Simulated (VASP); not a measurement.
The system is CaS (Oldhamite).

```
Ca S
1.0
     0.00000    2.84300    2.84300
     2.84300    0.00000    2.84300
     2.84300    2.84300    0.00000
Ca S
1 1
Direct
  0.00000 0.00000 0.00000
  0.50000 0.50000 0.50000
```

- Program: VASP 6.6.1
- Task: relaxation of cell and atoms
- Functional: LDA
- Potentials or basis: VASP PAW LDA potentials, release 64 (Ca_sv, S)
- Cutoff: 500 eV
- k mesh: 9 × 9 × 9
- Occupations: fermi-dirac, width 0.02 eV
- Spin: no spin polarisation

At the start: pressure -3.6 GPa; volume 22.98 Å³/atom.

Task: Where does the relaxation end?

Result: Over 3 steps the energy falls by 16.3 meV/atom and the volume is 21.61 Å³/atom (-5.9 %); space group Fm-3m (No. 225, to 0.05 Å).

Step by step:
| step | energy change (eV) | largest force (eV/Å) | pressure (GPa) | volume (Å³) |
| --- | --- | --- | --- | --- |
| 1 | 0.0000 | 0.0000 | -3.65 | 45.96 |
| 2 | -0.0305 | 0.0000 | 1.08 | 42.57 |
| 3 | -0.0327 | 0.0000 | 0.01 | 43.23 |

Final structure:
```
Ca S
1.0
     0.00000    2.78555    2.78555
     2.78555    0.00000    2.78555
     2.78555    2.78555    0.00000
Ca S
1 1
Direct
  0.00000 0.00000 0.00000
  0.50000 0.50000 0.50000
```
